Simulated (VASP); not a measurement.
Write the native input for VASP 6.6.1 that does the following.

```yaml
Task: single point
Functional: PBE
Potentials_or_basis: VASP PAW PBE potentials, release 64 (Hf_pv, B)
Cutoff: 520 eV
k_mesh: 6 × 6 × 4
Occupations: gaussian, width 0.1 eV
Spin: no spin polarisation
Dipole_correction: no
Further_INCAR_settings: ALGO = Normal; EDIFF = 1e-06; NBANDS = 21
```

The structure of HfB lies in POSCAR:

```
HfB
1.0
    4.1113963600      0.0000000000      0.0000000000
   -2.0556981800      3.5605737000      0.0000000000
    0.0000000000      0.0000000000      3.9083932200
Hf B
2 2
Direct
    0.3333333300      0.6666666700      0.2442142800
    0.6666666700      0.3333333300      0.2442142800
    0.3333333300      0.6666666700      0.7384655900
    0.6666666700      0.3333333300      0.7384655900
```

These files were run (other wordings do the same):

INCAR

```
PREC = Accurate ; ENCUT = 520
EDIFF = 1E-6 ; ISMEAR = 0
SIGMA = 0.1 ; LREAL = False
LASPH = True ; NELM = 80
ALGO = Normal ; ISIF = 2
LWAVE = False ; LCHARG = False
GGA = PE ; NBANDS = 21
```

KPOINTS

```
regular mesh
0
Gamma
  6 6 4
```

Potentials or basis: VASP PAW PBE potentials, release 64 (Hf_pv, B).

Run with:

```bash
$ cat potpaw_PBE.64/Hf_pv/POTCAR potpaw_PBE.64/B/POTCAR > POTCAR
$ mpirun -np 1 vasp_std > vasp.out
```

Results of the run:

The pressure is 57.2 GPa. The largest force is 0.995 eV/Å. The band gap on the k mesh is zero (band 13 reaches 5.32 eV, above the bottom of band 14 at 4.54 eV).

Caveat: the k points lie up to 0.40 Å⁻¹ apart; spin-orbit coupling is left out, which moves the levels of the heavy elements.

Wall time 48 s on 1 thread of AMD EPYC 7R43 64-Core Processor (Zen 3), with other jobs on the host, peak memory 0.14 GiB.
